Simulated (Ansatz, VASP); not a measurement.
**Ba2SO in VASP and in Ansatz**

INCAR

```
PREC = Accurate
ENCUT = 520
EDIFF = 1E-6
ISMEAR = 0
SIGMA = 0.01
LREAL = False
LASPH = True
NELM = 100
ALGO = Normal
ISIF = 2
LWAVE = False
LCHARG = True
GGA = PE
LELF = True
LVHAR = True
NBANDS = 24
```

Contents of KPOINTS:

```
Automatic mesh
0
Gamma
  8 8 8
```

Contents of POSCAR:

```
Ba2SO
1.0
    2.1028714388      1.2140933912      6.9497273682
   -2.1028714388      1.2140933912      6.9497273682
    0.0000000000     -2.4281867825      6.9497273682
O S Ba
1 1 2
Direct
    1.0000000000      0.0000000000      0.0000000000
    0.5000000000      0.5000000000      0.5000000000
    0.2611685109      0.2611685109      0.2611685109
    0.7388314891      0.7388314891      0.7388314891
```

Input for Ansatz:

```yaml
crystal:
  lattice:
    - [2.1028714388, 1.2140933912, 6.9497273682]
    - [-2.1028714388, 1.2140933912, 6.9497273682]
    - [0.0, -2.4281867825, 6.9497273682]
  atoms:
    - { symbol: O, position: [1.0, 0.0, 0.0] }
    - { symbol: S, position: [0.5, 0.5, 0.5] }
    - { symbol: Ba, position: [0.2611685109, 0.2611685109, 0.2611685109] }
    - { symbol: Ba, position: [0.7388314891, 0.7388314891, 0.7388314891] }
kpoints:
  mp_grid: { grid: [8, 8, 8] }
  band_path:
    path:
      - [0.0, 0.0, 0.0]
      - [0.5, 0.5, 0.5]
      - [0.8129874104, 0.1870125896, 0.5]
      - [0.5, -0.1870125896, 0.1870125896]
      - [0.5, 0.0, 0.0]
      - [0.3435062948, -0.3435062948, 0.0]
      - [0.6564937052, 0.0, 0.3435062948]
      - [0.5, 0.0, 0.5]
      - [0.0, 0.5, 0.5]
    npoints: 1
hamiltonian:
  xc: pbe
scf:
  occupations: { method: fixed }
  n_extra_bands: 5
output:
  forces: true
  stress: true
  eigenvalues: true
```

Alike in both runs: task single point; functional PBE; k mesh 8 × 8 × 8; no spin polarisation.

```csv
,VASP,Ansatz
version,VASP 6.6.1,Ansatz 0.2.0
potentials or method,"VASP PAW PBE potentials, release 64 (O, S, Ba_sv)","plane waves, PAW"
plane-wave cutoff (eV),520,420
occupations,"gaussian, width 0.01 eV",fixed
valence electrons in the cell,32,32
```

|  | VASP | Ansatz | Ansatz less VASP |
| --- | --- | --- | --- |
| gap on the k mesh at the Fermi level (eV) | 1.97 | 2.09 | +0.118 |
| pressure (GPa) | 1.5 | 0.5 | -0.99 |
| rms of the force components (eV/Å) | 0.062 | 0.049 | -0.0125 |

Atom by atom the forces differ by 0.012 eV/Å (rms over components).

Neither program's run includes spin-orbit coupling.
